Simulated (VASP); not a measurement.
# YAl3N4 (P4/mmm) in VASP: further runs

The runs below take YAl3N4 through single point, relaxation of cell and atoms, with PBE.

Everything below comes from runs of VASP 6.6.1. Logs are shortened: lines on timing, memory, paths and dates and some standing lists are left out, and cuts for length are marked.

**1. The cell of the first run**

The structure is tetragonal, space group P4/mmm (No. 123). Conventional cell: a = 3.155 Å, b = 3.155 Å, c = 8.441 Å, α = 90.00°, β = 90.00°, γ = 90.00°. Y (site symmetry 4/mmm) has 6 N at 2.23 to 2.32 Å within 3.0 Å. Al (site symmetry 4mm) has 6 N at 1.93 to 2.29 Å within 2.6 Å. Al (site symmetry 4/mmm) has 6 N at 1.90 to 2.23 Å within 2.5 Å. Within 3.0 Å of N (site symmetry 4/mmm) lie 4 Y at 2.23 Å and 2 Al at 2.29 Å. N (site symmetry 4mm) has 5 Al at 1.90 to 2.23 Å and 1 Y at 2.32 Å within 2.5 Å. Within 2.6 Å of N (site symmetry 4/mmm) lie 6 Al at 1.93 to 2.23 Å.

**2. Single point, PBE**

File INCAR:

```
SYSTEM = YAl3N4
ALGO = Normal ; EDIFF = 1E-6
ENCUT = 520 ; GGA = PE
ISIF = 2 ; ISMEAR = 0
LASPH = .True. ; LCHARG = .False.
LREAL = .False. ; LWAVE = .False.
NBANDS = 30 ; NELM = 80
PREC = Accurate ; SIGMA = 0.02
```

File KPOINTS:

```
k-points
0
Gamma
  8 8 4
  0 0 0
```

File POSCAR:

```
YAl3N4
1.0
    3.1552175928      0.0000000000      0.0000000000
    0.0000000000      3.1552175928      0.0000000000
    0.0000000000      0.0000000000      8.4410572277
Y Al N
1 3 4
Direct
    0.5000000000      0.5000000000      0.0000000000
    0.0000000000      0.0000000000      0.7292349277
    0.0000000000      0.0000000000      0.2707650723
    0.5000000000      0.5000000000      0.5000000000
    0.0000000000      0.0000000000      0.0000000000
    0.5000000000      0.5000000000      0.2744056421
    0.0000000000      0.0000000000      0.5000000000
    0.5000000000      0.5000000000      0.7255943579
```

Potentials or basis: VASP PAW PBE potentials, release 64 (Y_sv, Al, N).

Run with:

```
> cat potpaw_PBE.64/Y_sv/POTCAR potpaw_PBE.64/Al/POTCAR potpaw_PBE.64/N/POTCAR > POTCAR
> mpirun -np 1 vasp_std > vasp.out
```

OUTCAR:

```text
SYSTEM = YAl3N4
   EDIFF = 1E-6
   ENCUT = 520
   GGA = PE
   ISIF = 2
   ISMEAR = 0
   LASPH = .True.
   LREAL = .False.
   NELM = 80
   PREC = Accurate

 ion  position               nearest neighbor table
   1  0.500  0.500  0.000-   5 2.23   5 2.23   5 2.23   5 2.23   8 2.32   6 2.32   3 3.19   3 3.19
                             2 3.19   3 3.19   2 3.19   2 3.19   3 3.19   2 3.19
   2  0.000  0.000  0.729-   7 1.93   8 2.23   8 2.23   8 2.23   8 2.23   5 2.29   4 2.95   4 2.95
                             4 2.95   4 2.95   1 3.19   1 3.19   1 3.19   1 3.19
   3  0.000  0.000  0.271-   7 1.93   6 2.23   6 2.23   6 2.23   6 2.23   5 2.29   4 2.95   4 2.95
                             4 2.95   4 2.95   1 3.19   1 3.19   1 3.19   1 3.19
   4  0.500  0.500  0.500-   6 1.90   8 1.90   7 2.23   7 2.23   7 2.23   7 2.23   3 2.95   3 2.95
                             2 2.95   3 2.95   2 2.95   2 2.95   3 2.95   2 2.95
   5  0.000  0.000  0.000-   1 2.23   1 2.23   1 2.23   1 2.23   3 2.29   2 2.29
   6  0.500  0.500  0.274-   4 1.90   3 2.23   3 2.23   3 2.23   3 2.23   1 2.32
   7  0.000  0.000  0.500-   2 1.93   3 1.93   4 2.23   4 2.23   4 2.23   4 2.23
   8  0.500  0.500  0.726-   4 1.90   2 2.23   2 2.23   2 2.23   2 2.23   1 2.32

  LATTYP: Found a simple tetragonal cell.
 ALAT       =     3.1552175928
 C/A-ratio  =     2.6752694480

  Lattice vectors:

 A1 = (   3.1552175928,   0.0000000000,   0.0000000000)
 A2 = (   0.0000000000,   3.1552175928,   0.0000000000)
 A3 = (   0.0000000000,   0.0000000000,   8.4410572277)

Analysis of symmetry for initial positions (statically):
=====================================================================
 Subroutine PRICEL returns:
 Original cell was already a primitive cell.

 Routine SETGRP: Setting up the symmetry group for a
 simple tetragonal supercell.

 Subroutine GETGRP returns: Found 16 space group operations
 (whereof 16 operations were pure point group operations)
 out of a pool of 16 trial point group operations.

The static configuration has the point symmetry D_4h.

Analysis of symmetry for dynamics (positions and initial velocities):
=====================================================================
 Subroutine PRICEL returns:
 Original cell was already a primitive cell.

 Routine SETGRP: Setting up the symmetry group for a
 simple tetragonal supercell.

 Subroutine GETGRP returns: Found 16 space group operations
 (whereof 16 operations were pure point group operations)
 out of a pool of 16 trial point group operations.

The dynamic configuration has the point symmetry D_4h.

 Subroutine INISYM returns: Found 16 space group operations
 (whereof 16 operations are pure point group operations),
 and found     1 'primitive' translations

----------------------------------------------------------------------------------------

                                     Primitive cell

  volume of cell :      84.0341

  direct lattice vectors                    reciprocal lattice vectors
     3.155217593  0.000000000  0.000000000     0.316935353  0.000000000  0.000000000
     0.000000000  3.155217593  0.000000000     0.000000000  0.316935353  0.000000000
     0.000000000  0.000000000  8.441057228     0.000000000  0.000000000  0.118468572

  length of vectors
     3.155217593  3.155217593  8.441057228     0.316935353  0.316935353  0.118468572

  position of ions in fractional coordinates (direct lattice)
     0.500000000  0.500000000  0.000000000
     0.000000000  0.000000000  0.729234928
     0.000000000  0.000000000  0.270765072
     0.500000000  0.500000000  0.500000000
     0.000000000  0.000000000  0.000000000
     0.500000000  0.500000000  0.274405642
     0.000000000  0.000000000  0.500000000
     0.500000000  0.500000000  0.725594358

  ion indices of the primitive-cell ions
   primitive index   ion index
                 1           1
                 2           2
                 3           3
                 4           4
                 5           5
                 6           6
                 7           7
                 8           8

----------------------------------------------------------------------------------------

 KPOINTS: k-points

Automatic generation of k-mesh.
 Grid dimensions read from file:
 generate k-points for:    8    8    4

 Generating k-lattice:

  Cartesian coordinates                     Fractional coordinates (reciprocal lattice)
     0.039616919  0.000000000  0.000000000     0.125000000  0.000000000  0.000000000
     0.000000000  0.039616919  0.000000000     0.000000000  0.125000000  0.000000000
     0.000000000  0.000000000  0.029617143     0.000000000  0.000000000  0.250000000

  Length of vectors
     0.039616919  0.039616919  0.029617143

  Shift w.r.t. Gamma in fractional coordinates (k-lattice)
     0.000000000  0.000000000  0.000000000

 Subroutine IBZKPT returns following result:
 ===========================================

 Found     45 irreducible k-points:

 Following reciprocal coordinates:
            Coordinates               Weight
  0.000000  0.000000  0.000000      1.000000
  0.125000  0.000000  0.000000      4.000000
  0.250000  0.000000  0.000000      4.000000
  0.375000  0.000000  0.000000      4.000000
  0.500000  0.000000  0.000000      2.000000
  0.125000  0.125000  0.000000      4.000000
[... 16 lines left out ...]
  0.375000  0.125000  0.250000     16.000000
  0.500000  0.125000  0.250000      8.000000
 [... further k-points ...]
   k-points           NKPTS =     45   k-points in BZ     NKDIM =     45   number of bands    NBANDS=     30
   number of dos      NEDOS =    301   number of ions     NIONS =      8
   total plane-waves  NPLWV =  36864
   dimension x,y,z NGX =    24 NGY =   24 NGZ =   64
   dimension x,y,z NGXF=    48 NGYF=   48 NGZF=  128
   ions per type =               1   3   4
   NGX,Y,Z   is equivalent  to a cutoff of  12.65, 12.65, 12.60 a.u.
   NGXF,Y,Z  is equivalent  to a cutoff of  25.29, 25.29, 25.21 a.u.
 SYSTEM =  YAl3N4
   PREC   = accura    normal or accurate (medium, high low for compatibility)
   ISTART =      0    job   : 0-new  1-cont  2-samecut
   ICHARG =      2    charge: 1-file 2-atom 10-const
   ISPIN  =      1    spin polarized calculation?
   LNONCOLLINEAR =      F non collinear calculations
   LSORBIT =      F    spin-orbit coupling
   LASPH  =      T    aspherical Exc in radial PAW
   ENCUT  =  520.0 eV  38.22 Ry    6.18 a.u.   5.87  5.87 15.69*2*pi/ulx,y,z
   NELM   =     80;   NELMIN=  2; NELMDL= -5     # of ELM steps
   EDIFF  = 0.1E-05   stopping-criterion for ELM
   LREAL  =      F    real-space projection
   EDIFFG = 0.1E-04   stopping-criterion for IOM
   NSW    =      0    number of steps for IOM
   IBRION =     -1    ionic relax: 0-MD 1-quasi-New 2-CG
   NFREE  =      0    steps in history (QN), initial steepest desc. (CG)
   ISIF   =      2    stress and relaxation
   ISYM   =      2    0-nonsym 1-usesym 2-fastsym
   POTIM  = 0.5000    time-step for ionic-motion
   TEBEG  =    0.0;   TEEND  =   0.0 temperature during run
   PSTRESS=    0.0 pullay stress
   NELECT =      40.0000    total number of electrons
   NUPDOWN=      -1.0000    fix difference up-down
   EMIN   =  10.00;   EMAX   =-10.00  energy-range for DOS
   EFERMI =   0.00;   METHOD = LEGACY
   ISMEAR =     0;   SIGMA  =   0.02  broadening in eV -4-tet -1-fermi 0-gaus
   EFERMI_NEDOS =   21; number of points for ismear=-14 and -15
   IALGO  =     38    algorithm
   IMIX   =      4    mixing-type and parameters
     AMIX     =   0.40;   BMIX     =  1.00
     AMIX_MAG =   1.60;   BMIX_MAG =  1.00
  volume/ion in A,a.u.               =      10.50        70.89
  Fermi-wavevector in a.u.,A,eV,Ry     =   1.278232  2.415508 22.230245  1.633877
  Thomas-Fermi vector in A             =   2.410786
   LORBIT       =      0    0 simple, 1 ext, 2 COOP (PROOUT), +10 PAW based schemes
   GGA     = PE    functional components
   LHFCALC =     F    Hartree Fock is set to
   AEXX    =    0.0000 exact exchange contribution
   IVDW    =     0    specifies the selected vdW correction
   LEPSILON=     F    determine dielectric tensor
   LRPA    =     F    only Hartree local field effects (RPA)
 non-spin polarized calculation
 Gauss-broadening in eV      SIGMA  =   0.02
  energy-cutoff  :      520.00
  volume of cell :       84.03
 maximum number of plane-waves:      2320
 NGX is ok and might be reduce to    24
   NGX = 11   NGY = 11   NGZ = 31

 number of electron      39.9999992 magnetization

 Free energy of the ion-electron system (eV)
  ---------------------------------------------------
  ext. energy  EPLUGINS =         0.00000000
  ---------------------------------------------------
  free energy    TOTEN  =       -59.43553582 eV

  energy without entropy =      -59.43553582  energy(sigma->0) =      -59.43553582

 E-fermi :   7.6701     XC(G=0): -11.6275

 val. band max:        7.4798816174   @ k =   0.0000   0.0000   0.0000
 cond. band min:       8.3450248548   @ k =   0.0000   0.0000   0.0000
 fundamental gap:      0.8651432374
 Fermi energy:         7.6701061297

 k-point     1 :       0.0000    0.0000    0.0000
  band No.  band energies     occupation
      1     -32.6548      2.00000
      2     -13.2461      2.00000
      3     -12.4314      2.00000
      4     -12.4314      2.00000
      5      -8.8117      2.00000
      6      -6.9936      2.00000
[... 22 lines left out ...]
     29      14.5555      0.00000
     30      15.3875      0.00000

 k-point     2 :       0.1250    0.0000    0.0000
  band No.  band energies     occupation
      1     -32.6360      2.00000
      2     -13.2150      2.00000
      3     -12.7247      2.00000
      4     -12.3998      2.00000
      5      -8.6486      2.00000
      6      -6.8824      2.00000
[... 718 lines left out ...]
 k-point    24 :       0.5000    0.1250    0.2500
  band No.  band energies     occupation
      1     -32.5073      2.00000
      2     -13.9799      2.00000
      3     -13.0064      2.00000
      4     -12.4056      2.00000
      5      -6.6803      2.00000
      6      -6.5330      2.00000
[... 22 lines left out ...]
     29      15.4451      0.00000
     30      15.8610      0.00000

 [... further k-points ...]

------------------------ aborting loop because EDIFF is reached ----------------------------------------

  FORCE on cell =-STRESS in cart. coord.  units (eV):
  Direction    XX          YY          ZZ          XY          YZ          ZX
  --------------------------------------------------------------------------------------
  -------------------------------------------------------------------------------------
  Total       -0.1339236     -0.1339236     -0.1282271      0.0000000     -0.0000000      0.0000000
  in kB       -2.5533612     -2.5533612     -2.4447535      0.0000000     -0.0000000      0.0000000
  external PRESSURE =      -2.5171586 kB  Pullay stress =       0.0000000 kB

 VOLUME and BASIS-vectors are now :
 -----------------------------------------------------------------------------
  energy-cutoff  :      520.00
  volume of cell :       84.03
      direct lattice vectors                 reciprocal lattice vectors
     3.155217593  0.000000000  0.000000000     0.316935353  0.000000000  0.000000000
     0.000000000  3.155217593  0.000000000     0.000000000  0.316935353  0.000000000
     0.000000000  0.000000000  8.441057228     0.000000000  0.000000000  0.118468572

 POSITION                                       TOTAL-FORCE (eV/Angst)
 -----------------------------------------------------------------------------------
      1.57761      1.57761      0.00000         0.000000     -0.000000      0.000000
      0.00000      0.00000      6.15551         0.000000     -0.000000      0.005040
      0.00000      0.00000      2.28554         0.000000     -0.000000     -0.005040
      1.57761      1.57761      4.22053         0.000000     -0.000000      0.000000
      0.00000      0.00000      0.00000         0.000000     -0.000000      0.000000
      1.57761      1.57761      2.31627        -0.000000      0.000000     -0.011437
      0.00000      0.00000      4.22053         0.000000     -0.000000      0.000000
      1.57761      1.57761      6.12478         0.000000     -0.000000      0.011437
 -----------------------------------------------------------------------------------
    total drift:                                0.000000     -0.000000     -0.000000

  FREE ENERGIE OF THE ION-ELECTRON SYSTEM (eV)
  ---------------------------------------------------
  free  energy   TOTEN  =       -59.4355358239 eV

  energy  without entropy=      -59.4355358239  energy(sigma->0) =      -59.43553582
```

Run time: 1.9 min. Hardware: 1 thread of Intel Xeon Platinum 8375C at 2.90GHz (Ice Lake), shared host; peak memory 0.25 GiB.

Results:

| Item | Value |
| --- | --- |
| Free energy | -59.4355 eV |
| Pressure | -0.3 GPa |
| Largest force | 0.011 eV/Å |
| Band gap on the k mesh | 0.87 eV |

Forces in eV/Å, atoms in the order of the input:
```
Y    0.000  0.000  0.000
Al   0.000  0.000  0.005
Al   0.000  0.000 -0.005
Al   0.000  0.000  0.000
N    0.000  0.000  0.000
N    0.000  0.000 -0.011
N    0.000  0.000  0.000
N    0.000  0.000  0.011
```

Levels at points of the mesh, in eV from the valence-band top:
| k point | band 17 | band 18 | band 19 | band 20 | band 21 | band 22 | band 23 | band 24 |
| --- | --- | --- | --- | --- | --- | --- | --- | --- |
| (0.00, 0.00, 0.00) | -0.75 | -0.75 | 0.00 | 0.00 | 0.87 | 1.80 | 4.18 | 4.74 |
| (0.50, 0.00, 0.00) | -1.61 | -1.55 | -1.54 | -1.38 | 4.04 | 4.13 | 5.84 | 6.07 |
| (0.50, 0.50, 0.00) | -2.92 | -1.96 | -0.31 | -0.31 | 1.84 | 2.26 | 2.26 | 5.12 |
| (0.00, 0.00, 0.50) | -0.78 | -0.78 | -0.09 | -0.09 | 0.87 | 2.98 | 3.36 | 4.81 |
| (0.50, 0.00, 0.50) | -1.69 | -1.54 | -1.47 | -1.31 | 4.74 | 4.95 | 5.00 | 5.05 |
| (0.50, 0.50, 0.50) | -3.02 | -2.96 | -0.44 | -0.44 | 2.92 | 2.92 | 3.00 | 3.78 |

**3. Relaxation of cell and atoms, PBE**

This run uses another cell than the first one, of 13.97 Å³/atom.

File INCAR:

```
SYSTEM = YAl3N4
PREC     = Accurate       ! precision mode
ENCUT    = 600            ! plane-wave cutoff, eV
EDIFF    = 1E-6           ! SCF threshold, eV
ISMEAR   = 0              ! smearing method
SIGMA    = 0.1            ! smearing width, eV
LREAL    = .False.        ! projectors in reciprocal space
LASPH    = .True.         ! aspherical terms in the spheres
NELM     = 100            ! most SCF steps
ALGO     = Normal         ! electronic algorithm
ISIF     = 3              ! what is computed and relaxed
LWAVE    = .False.        ! write WAVECAR
LCHARG   = .False.        ! write CHGCAR
GGA      = PE             ! functional
IBRION   = 2              ! ionic algorithm
NSW      = 90             ! ionic steps
EDIFFG   = -0.04          ! ionic threshold
```

File KPOINTS:

```
regular mesh
0
Gamma
  6 6 2
  0 0 0
```

File POSCAR:

```
YAl3N4
1.0
    3.4059072300      0.0000000000      0.0000000000
    0.0000000000      3.4059072300      0.0000000000
    0.0000000000      0.0000000000      9.6333604000
Y Al N
1 3 4
Direct
    0.5000000000      0.5000000000      0.0000000000
    0.0000000000      0.0000000000      0.7500000000
    0.0000000000      0.0000000000      0.2500000000
    0.5000000000      0.5000000000      0.5000000000
    0.0000000000      0.0000000000      0.0000000000
    0.5000000000      0.5000000000      0.2500000000
    0.0000000000      0.0000000000      0.5000000000
    0.5000000000      0.5000000000      0.7500000000
```

Potentials or basis: VASP PAW PBE potentials, release 64 (Y_sv, Al, N).

Run with:

```
> cat potpaw_PBE.64/Y_sv/POTCAR potpaw_PBE.64/Al/POTCAR potpaw_PBE.64/N/POTCAR > POTCAR
> mpirun -np 1 vasp_std > vasp.out
```

It took 14 min on 1 thread of Intel Xeon Platinum 8375C at 2.90GHz (Ice Lake), shared host; peak memory 0.29 GiB.

Results (log left out):

```yaml
Free_energy: -59.4694 eV
Relaxed_volume: 10.49 Å³/atom
Relaxed_cell: a = 3.153 Å, b = 3.153 Å, c = 8.439 Å, α = 90.00°, β = 90.00°, γ = 90.00°
Space_group_after_relaxing_to_0.1_Å: P4/mmm (No. 123)
Energy_gained_by_relaxing: 564.2 meV/atom
Ionic_steps: 12
Pressure_after_relaxing: -0.1 GPa
Largest_force_after_relaxing: 0.016 eV/Å
Band_gap_on_the_k_mesh: 0.85 eV
```

Forces on the atoms (eV/Å):
```
Y    0.000  0.000  0.000
Al   0.000  0.000 -0.016
Al   0.000  0.000  0.016
Al   0.000  0.000  0.000
N    0.000  0.000  0.000
N    0.000  0.000  0.014
N    0.000  0.000  0.000
N    0.000  0.000 -0.014
```

Stress tensor (GPa, compression positive):
```
-0.04  0.00  0.00
 0.00 -0.04  0.00
 0.00  0.00 -0.24
```

The path:
| step | energy change (eV) | largest force (eV/Å) | pressure (GPa) | volume (Å³) |
| --- | --- | --- | --- | --- |
| 1 | 0.0000 | 1.3902 | -30.84 | 111.75 |
| 2 | -2.9991 | 2.9319 | 32.40 | 73.65 |
| 3 | -3.7680 | 2.5618 | 1.75 | 82.82 |
| 4 | -4.2883 | 1.4345 | 4.14 | 81.50 |
| 5 | -4.3179 | 1.5150 | 5.66 | 81.10 |
| 6 | -4.4804 | 0.5300 | -0.60 | 84.67 |
| 7 | -4.4945 | 0.5659 | 0.39 | 83.87 |
| 8 | -4.5082 | 0.3644 | -0.41 | 83.98 |
| 9 | -4.5110 | 0.0996 | -0.20 | 83.95 |
| 10 | -4.5130 | 0.0628 | 0.09 | 83.81 |
| 11 | -4.5134 | 0.0529 | 0.29 | 83.71 |
| 12 | -4.5138 | 0.0165 | -0.11 | 83.91 |

Final structure:
```cif
data_structure
_symmetry_space_group_name_H-M 'P 1'
_symmetry_Int_Tables_number 1
_cell_length_a 3.1534
_cell_length_b 3.1534
_cell_length_c 8.4386
_cell_angle_alpha 90.000
_cell_angle_beta 90.000
_cell_angle_gamma 90.000
_cell_volume 83.91
loop_
_atom_site_label
_atom_site_type_symbol
_atom_site_fract_x
_atom_site_fract_y
_atom_site_fract_z
_atom_site_occupancy
Y1 Y 0.50000 0.50000 0.00000 1
Al1 Al 0.00000 0.00000 0.72952 1
Al2 Al 0.00000 0.00000 0.27048 1
Al3 Al 0.50000 0.50000 0.50000 1
N1 N 0.00000 0.00000 0.00000 1
N2 N 0.50000 0.50000 0.27420 1
N3 N 0.00000 0.00000 0.50000 1
N4 N 0.50000 0.50000 0.72580 1
```

Levels at points of the mesh, in eV from the valence-band top:
| k point | band 17 | band 18 | band 19 | band 20 | band 21 | band 22 | band 23 | band 24 |
| --- | --- | --- | --- | --- | --- | --- | --- | --- |
| (0.00, 0.00, 0.00) | -0.75 | -0.75 | 0.00 | 0.00 | 0.85 | 1.81 | 4.18 | 4.76 |
| (0.50, 0.00, 0.00) | -1.61 | -1.55 | -1.54 | -1.38 | 4.05 | 4.13 | 5.84 | 6.08 |
| (0.50, 0.50, 0.00) | -2.93 | -1.96 | -0.31 | -0.31 | 1.84 | 2.25 | 2.25 | 5.12 |
| (0.00, 0.00, 0.50) | -0.78 | -0.78 | -0.09 | -0.09 | 0.86 | 2.99 | 3.37 | 4.81 |
| (0.50, 0.00, 0.50) | -1.69 | -1.54 | -1.47 | -1.31 | 4.75 | 4.95 | 5.01 | 5.06 |
| (0.50, 0.50, 0.50) | -3.02 | -2.96 | -0.44 | -0.44 | 2.91 | 2.91 | 3.01 | 3.79 |

Caveat: the volume moved by over 15 % at a fixed basis, so the end points are rough.

(Continued in part 2 of 2.)
